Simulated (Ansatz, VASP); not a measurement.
# Two plane-wave programs on GaN

```
Ga N
1.0
    -0.01003    2.28911    2.29393
     2.22608    0.00973    2.27418
     2.24512    2.28839   -0.00931
Ga N
1 1
Direct
  0.98661 0.96607 0.01279
  0.75248 0.70351 0.76848
```

Alike in both runs: task single point; functional PBEsol; k mesh 6 × 6 × 6; no spin polarisation.

|  | VASP | Ansatz |
| --- | --- | --- |
| version | VASP 6.6.1 | Ansatz 0.2.0 |
| potentials or method | VASP PAW PBE potentials, release 64 (Ga_d, N), cutoff 520 eV | plane waves, PAW |
| occupations | gaussian, width 0.01 eV | fixed |
| valence electrons in the cell | 18 | 18 |

|  | VASP | Ansatz | Ansatz less VASP |
| --- | --- | --- | --- |
| pressure (GPa) | -4.9 | -4.7 | +0.15 |
| traceless stress, the component that is largest in VASP (GPa) | 4.51 | 4.58 | +0.072 |
| rms of the force components (eV/Å) | 0.383 | 0.389 | +0.0066 |

VASP's potentials were made for PBE, not for PBEsol. Atom by atom the forces differ by 0.007 eV/Å (rms over components). Ansatz's warnings: stress scf threshold loose.
